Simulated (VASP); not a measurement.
Write the native input for VASP 6.6.1 that does the following.

```yaml
Task: relaxation of cell and atoms
Functional: revPBE
Dispersion: D3(BJ)
Potentials_or_basis: VASP PAW PBE potentials, release 64 (Ni)
Cutoff: 600 eV
k_mesh: 15 × 15 × 15
Occupations: fermi-dirac, width 0.05 eV
Spin: collinear spin, ferromagnetic start
Starting_moments: "[1.5] μB"
Dipole_correction: no
Further_INCAR_settings: ALGO = Normal; EDIFF = 1e-06; IBRION = 2; EDIFFG = -0.01; NSW = 80; ISIF = 3
```

The structure of Ni lies in POSCAR:

```
Ni
1.0
    0.0000000000      1.7619350000      1.7619350000
    1.7619350000      0.0000000000      1.7619350000
    1.7619350000      1.7619350000      0.0000000000
Ni
1
Direct
    0.0000000000      0.0000000000      0.0000000000
```

One way to write it, as run:

INCAR

```
SYSTEM = Ni
ALGO = Normal
EDIFF = 1E-6
EDIFFG = -0.01
ENCUT = 600
GGA = RE
IBRION = 2
ISIF = 3
ISMEAR = -1
ISPIN = 2
IVDW = 12
LASPH = .TRUE.
LCHARG = .FALSE.
LMAXMIX = 4
LORBIT = 11
LREAL = .FALSE.
LWAVE = .FALSE.
MAGMOM = 1.5
NELM = 150
NSW = 80
PREC = Accurate
SIGMA = 0.05
```

KPOINTS

```
k-points
0
G
  15 15 15
  0 0 0
```

Potentials or basis: VASP PAW PBE potentials, release 64 (Ni).

The run is started by

```console
$ cat potpaw_PBE.64/Ni/POTCAR > POTCAR
$ mpirun -np 1 vasp_std > vasp.out
```

Results of the run:

```yaml
Relaxed_volume: 10.38 Å³/atom
Relaxed_cell: a = 2.449 Å, b = 2.449 Å, c = 2.449 Å, α = 60.00°, β = 60.00°, γ = 60.00°
Space_group_after_relaxing_to_0.1_Å: Fm-3m (No. 225)
Energy_gained_by_relaxing: 18.6 meV/atom
Ionic_steps: 3
Pressure_after_relaxing: 0.0 GPa
Net_moment: 0.64 μB per cell
Site_moments: Ni +0.65 μB
Valence_electrons_inside_the_program's_atomic_spheres: Ni 9.39
Dispersion_energy_per_atom: -0.937 eV
```

Caveat: the PAW data sets were made with another functional, which shifts forces and pressure a little.

Wall time 59 s on 1 thread of Intel(R) Xeon(R) Platinum 8259CL CPU @ 2.50GHz (Skylake/Cascade Lake) (shared host), peak memory 0.16 GiB.
